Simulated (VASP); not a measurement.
# Ir in VASP: notebook

The runs below take Ir through single point, with PBE+D4.

Program: VASP 6.6.1. These are calculated values, not measurements. Logs are shortened: lines on timing, memory, paths and dates and some standing lists are left out, and cuts for length are marked.

## Step 1: The cell of the first run

The cell holds a slab with vacuum, 2 atoms: a = 2.709 Å, b = 2.709 Å, c = 14.212 Å, α = 90.00°, β = 90.00°, γ = 60.00°.

## Step 2: Single point, PBE+D4

File INCAR:

```
PREC = Accurate ; ENCUT = 400
EDIFF = 1E-6 ; ISMEAR = 0
SIGMA = 0.1 ; LREAL = False
LASPH = True ; NELM = 120
ALGO = Normal ; ISIF = 2
LWAVE = False ; LCHARG = False
LDIPOL = True ; IDIPOL = 3
DIPOL = 0.5 0.5 0.500 ; GGA = PE
IVDW = 13 ; NBANDS = 16
GGA_COMPAT = False ; NELMDL = -8
```

File KPOINTS:

```
regular mesh
0
Gamma
  8 8 1
```

File POSCAR:

```
Ir
1.0
    2.7090675001      0.0000000000      0.0000000000
    1.3545337500      2.3461212756      0.0000000000
    0.0000000000      0.0000000000     14.2119443513
Ir
2
Direct
    0.0000000000      0.0000000000      0.4221800938
    0.3333333333      0.3333333333      0.5778199062
```

Potentials or basis: VASP PAW PBE potentials, release 64 (Ir).

Launch:

```bash
> cat potpaw_PBE.64/Ir/POTCAR > POTCAR
> mpirun -np 1 vasp_std > vasp.out
```

OUTCAR:

```text
PREC = Accurate
   ENCUT = 400
   EDIFF = 1E-6
   ISMEAR = 0
   LREAL = False
   LASPH = True
   NELM = 120
   ISIF = 2
   GGA = PE
   IVDW = 13
   NELMDL = -8

 ion  position               nearest neighbor table
   1  0.000  0.000  0.422-   2 2.71   2 2.71   2 2.71
   2  0.333  0.333  0.578-   1 2.71   1 2.71   1 2.71

  LATTYP: Found a hexagonal cell.
 ALAT       =     2.7090675000
 C/A-ratio  =     5.2460650579

  Lattice vectors:

 A1 = (  -1.3545337500,  -2.3461212756,   0.0000000000)
 A2 = (   2.7090675001,   0.0000000000,   0.0000000000)
 A3 = (   0.0000000000,   0.0000000000,  14.2119443513)

Analysis of symmetry for initial positions (statically):
=====================================================================
 Subroutine PRICEL returns:
 Original cell was already a primitive cell.

 Routine SETGRP: Setting up the symmetry group for a
 hexagonal supercell.

 Subroutine GETGRP returns: Found 12 space group operations
 (whereof  6 operations were pure point group operations)
 out of a pool of 24 trial point group operations.

The static configuration has the point symmetry C_3v.
 The point group associated with its full space group is D_3d.

Analysis of symmetry for dynamics (positions and initial velocities):
=====================================================================
 Subroutine PRICEL returns:
 Original cell was already a primitive cell.

 Routine SETGRP: Setting up the symmetry group for a
 hexagonal supercell.

 Subroutine GETGRP returns: Found 12 space group operations
 (whereof  6 operations were pure point group operations)
 out of a pool of 24 trial point group operations.

The dynamic configuration has the point symmetry C_3v.
 The point group associated with its full space group is D_3d.

 Subroutine INISYM returns: Found 12 space group operations
 (whereof  6 operations are pure point group operations),
 and found     1 'primitive' translations

----------------------------------------------------------------------------------------

                                     Primitive cell

  volume of cell :      90.3283

  direct lattice vectors                    reciprocal lattice vectors
     2.709067500  0.000000000  0.000000000     0.369130706 -0.213117713  0.000000000
     1.354533750  2.346121276  0.000000000     0.000000000  0.426235425  0.000000000
     0.000000000  0.000000000 14.211944351     0.000000000  0.000000000  0.070363349

  length of vectors
     2.709067500  2.709067500 14.211944351     0.426235425  0.426235425  0.070363349

  position of ions in fractional coordinates (direct lattice)
     0.000000000  0.000000000  0.422180094
     0.333333333  0.333333333  0.577819906

  ion indices of the primitive-cell ions
   primitive index   ion index
                 1           1
                 2           2

----------------------------------------------------------------------------------------

 KPOINTS: regular mesh

Automatic generation of k-mesh.
 Grid dimensions read from file:
 generate k-points for:    8    8    1

 Generating k-lattice:

  Cartesian coordinates                     Fractional coordinates (reciprocal lattice)
     0.046141338 -0.026639714  0.000000000     0.125000000  0.000000000  0.000000000
     0.000000000  0.053279428  0.000000000     0.000000000  0.125000000  0.000000000
     0.000000000  0.000000000  0.070363349     0.000000000  0.000000000  1.000000000

  Length of vectors
     0.053279428  0.053279428  0.070363349

  Shift w.r.t. Gamma in fractional coordinates (k-lattice)
     0.000000000  0.000000000  0.000000000

 Subroutine IBZKPT returns following result:
 ===========================================

 Found     10 irreducible k-points:

 Following reciprocal coordinates:
            Coordinates               Weight
  0.000000  0.000000  0.000000      1.000000
  0.125000  0.000000  0.000000      6.000000
  0.250000  0.000000  0.000000      6.000000
  0.375000  0.000000  0.000000      6.000000
  0.500000  0.000000  0.000000      3.000000
  0.250000  0.125000  0.000000      6.000000
  0.375000  0.125000  0.000000     12.000000
  0.500000  0.125000  0.000000     12.000000
  0.500000  0.250000  0.000000      6.000000
 -0.375000  0.250000  0.000000      6.000000
   k-points           NKPTS =     10   k-points in BZ     NKDIM =     10   number of bands    NBANDS=     16
   number of dos      NEDOS =    301   number of ions     NIONS =      2
   total plane-waves  NPLWV =  31104
   dimension x,y,z NGX =    18 NGY =   18 NGZ =   96
   dimension x,y,z NGXF=    36 NGYF=   36 NGZF=  192
   ions per type =               2
   NGX,Y,Z   is equivalent  to a cutoff of  11.05, 11.05, 11.23 a.u.
   NGXF,Y,Z  is equivalent  to a cutoff of  22.09, 22.09, 22.46 a.u.
 SYSTEM =  unknown system
   PREC   = accura    normal or accurate (medium, high low for compatibility)
   ISTART =      0    job   : 0-new  1-cont  2-samecut
   ICHARG =      2    charge: 1-file 2-atom 10-const
   ISPIN  =      1    spin polarized calculation?
   LNONCOLLINEAR =      F non collinear calculations
   LSORBIT =      F    spin-orbit coupling
   LASPH  =      T    aspherical Exc in radial PAW
   ENCUT  =  400.0 eV  29.40 Ry    5.42 a.u.   4.42  4.42 23.18*2*pi/ulx,y,z
   NELM   =    120;   NELMIN=  2; NELMDL= -8     # of ELM steps
   EDIFF  = 0.1E-05   stopping-criterion for ELM
   LREAL  =      F    real-space projection
   EDIFFG = 0.1E-04   stopping-criterion for IOM
   NSW    =      0    number of steps for IOM
   IBRION =     -1    ionic relax: 0-MD 1-quasi-New 2-CG
   NFREE  =      0    steps in history (QN), initial steepest desc. (CG)
   ISIF   =      2    stress and relaxation
   ISYM   =      2    0-nonsym 1-usesym 2-fastsym
   POTIM  = 0.5000    time-step for ionic-motion
   TEBEG  =    0.0;   TEEND  =   0.0 temperature during run
   PSTRESS=    0.0 pullay stress
   NELECT =      18.0000    total number of electrons
   NUPDOWN=      -1.0000    fix difference up-down
   EMIN   =  10.00;   EMAX   =-10.00  energy-range for DOS
   EFERMI =   0.00;   METHOD = LEGACY
   ISMEAR =     0;   SIGMA  =   0.10  broadening in eV -4-tet -1-fermi 0-gaus
   EFERMI_NEDOS =   21; number of points for ismear=-14 and -15
   IALGO  =     38    algorithm
   IMIX   =      4    mixing-type and parameters
     AMIX     =   0.40;   BMIX     =  1.00
     AMIX_MAG =   1.60;   BMIX_MAG =  1.00
  volume/ion in A,a.u.               =      45.16       304.78
  Fermi-wavevector in a.u.,A,eV,Ry     =   0.956220  1.806993 12.440573  0.914356
  Thomas-Fermi vector in A             =   2.085128
   LORBIT       =      0    0 simple, 1 ext, 2 COOP (PROOUT), +10 PAW based schemes
   GGA     = PE    functional components
   LHFCALC =     F    Hartree Fock is set to
   AEXX    =    0.0000 exact exchange contribution
   IVDW    =    13    specifies the selected vdW correction
   LEPSILON=     F    determine dielectric tensor
   LRPA    =     F    only Hartree local field effects (RPA)
 non-spin polarized calculation
 Gauss-broadening in eV      SIGMA  =   0.10
  energy-cutoff  :      400.00
  volume of cell :       90.33
 maximum number of plane-waves:      1679
 NGX is ok and might be reduce to    18
   NGX =  9   NGY =  9   NGZ = 47

 number of electron      18.0000002 magnetization

 dipolmoment           0.000000      0.000000      0.000000 electrons x Angstroem

 Free energy of the ion-electron system (eV)
  ---------------------------------------------------
  ext. energy  EPLUGINS =         0.00000000
  ---------------------------------------------------
  free energy    TOTEN  =       -15.84114917 eV

  energy without entropy =      -15.81728583  energy(sigma->0) =      -15.82921750

 E-fermi :  -0.5245     XC(G=0):  -5.7466

 val. band max:       -0.6209810123   @ k =   0.3750   0.0000   0.0000
 cond. band min:      -0.5124116659   @ k =   0.5000   0.1250   0.0000
 fundamental gap:      0.1085693465
 Fermi energy:        -0.5244670096

 k-point     1 :       0.0000    0.0000    0.0000
  band No.  band energies     occupation
      1      -9.6887      2.00000
      2      -7.9632      2.00000
      3      -4.0656      2.00000
      4      -3.6483      2.00000
      5      -3.6483      2.00000
      6      -3.4234      2.00000
[... 8 lines left out ...]
     15       4.9726      0.00000
     16       7.4644      0.00000

 k-point     2 :       0.1250    0.0000    0.0000
  band No.  band energies     occupation
      1      -9.0948      2.00000
      2      -7.3545      2.00000
      3      -4.1737      2.00000
      4      -4.0407      2.00000
      5      -3.7449      2.00000
      6      -3.1740      2.00000
[... 8 lines left out ...]
     15       5.3580      0.00000
     16       7.9862      0.00000

 k-point     3 :       0.2500    0.0000    0.0000
  band No.  band energies     occupation
      1      -7.7888      2.00000
      2      -6.3793      2.00000
      3      -5.0941      2.00000
      4      -4.1757      2.00000
      5      -3.6002      2.00000
      6      -3.2160      2.00000
[... 8 lines left out ...]
     15       6.5572      0.00000
     16       9.4366      0.00000

 k-point     4 :       0.3750    0.0000    0.0000
  band No.  band energies     occupation
      1      -7.1764      2.00000
      2      -6.7036      2.00000
      3      -5.9247      2.00000
      4      -4.1791      2.00000
      5      -2.6633      2.00000
      6      -2.3848      2.00000
[... 8 lines left out ...]
     15       8.6134      0.00000
     16       9.0383      0.00000
[... 58 lines left out ...]
 k-point     8 :       0.5000    0.1250    0.0000
  band No.  band energies     occupation
      1      -6.7016      2.00000
      2      -6.4360      2.00000
      3      -5.9750      2.00000
      4      -4.1928      2.00000
      5      -3.2613      2.00000
      6      -2.2832      2.00000
[... 8 lines left out ...]
     15       9.3163      0.00000
     16       9.8404      0.00000

 k-point     9 :       0.5000    0.2500    0.0000
  band No.  band energies     occupation
      1      -6.1755      2.00000
      2      -5.4385      2.00000
      3      -5.4352      2.00000
      4      -3.9779      2.00000
      5      -3.8742      2.00000
      6      -3.5495      2.00000
[... 8 lines left out ...]
     15       9.4319      0.00000
     16       9.6008      0.00000

 k-point    10 :      -0.3750    0.2500    0.0000
  band No.  band energies     occupation
      1      -5.9343      2.00000
      2      -5.5689      2.00000
      3      -5.3942      2.00000
      4      -3.9622      2.00000
      5      -3.7709      2.00000
      6      -3.0694      2.00000
[... 8 lines left out ...]
     15       8.9324      0.00000
     16      10.7571      0.00000

------------------------ aborting loop because EDIFF is reached ----------------------------------------

 vacuum level on the upper side and lower side of the slab       (xc-potential included)        -0.310        -0.310

  DFT-D4 for vdW energy calculation

  Edisp (eV):   -1.08002

  FORCE on cell =-STRESS in cart. coord.  units (eV):
  Direction    XX          YY          ZZ          XY          YZ          ZX
  --------------------------------------------------------------------------------------
  -------------------------------------------------------------------------------------
  Total      -4.15240    -4.15240    -1.09452     0.00000     0.00000     0.00000
  in kB     -73.65231   -73.65231   -19.41377     0.00000     0.00000     0.00000
  external pressure =      -55.57 kB  Pullay stress =        0.00 kB

 VOLUME and BASIS-vectors are now :
 -----------------------------------------------------------------------------
  energy-cutoff  :      400.00
  volume of cell :       90.33
      direct lattice vectors                 reciprocal lattice vectors
     2.709067500  0.000000000  0.000000000     0.369130706 -0.213117713  0.000000000
     1.354533750  2.346121276  0.000000000     0.000000000  0.426235425  0.000000000
     0.000000000  0.000000000 14.211944351     0.000000000  0.000000000  0.070363349

 POSITION                                       TOTAL-FORCE (eV/Angst)
 -----------------------------------------------------------------------------------
      0.00000      0.00000      6.00000        -0.000000     -0.000000      0.504597
      1.35453      0.78204      8.21194         0.000000      0.000000     -0.504597
 -----------------------------------------------------------------------------------
    total drift:                                0.000000      0.000000      0.000000

  FREE ENERGIE OF THE ION-ELECTRON SYSTEM (eV)
  ---------------------------------------------------
  free  energy   TOTEN  =       -16.9211704810 eV

  energy  without entropy=      -16.8973071372  energy(sigma->0) =      -16.90923881

 vacuum level on the upper side and lower side of the slab         4.669         4.669
```

Wall time 25 s (1 thread of AMD EPYC 7R43 (Zen 3), shared host); peak memory 0.13 GiB.

Results:

| Property | Result |
| --- | --- |
| Free energy | -16.9212 eV |
| Largest force | 0.505 eV/Å |
| Band gap on the k mesh | zero (band 9 reaches 0.97 eV, above the bottom of band 10 at -1.32 eV) |
| Dispersion energy per atom | -0.540 eV |

Forces in eV/Å, atoms in the order of the input:
```
Ir   0.000  0.000  0.505
Ir   0.000  0.000 -0.505
```

Caveat: spin-orbit coupling is left out, which moves the levels of the heavy elements.

[end of part 1 of 3]
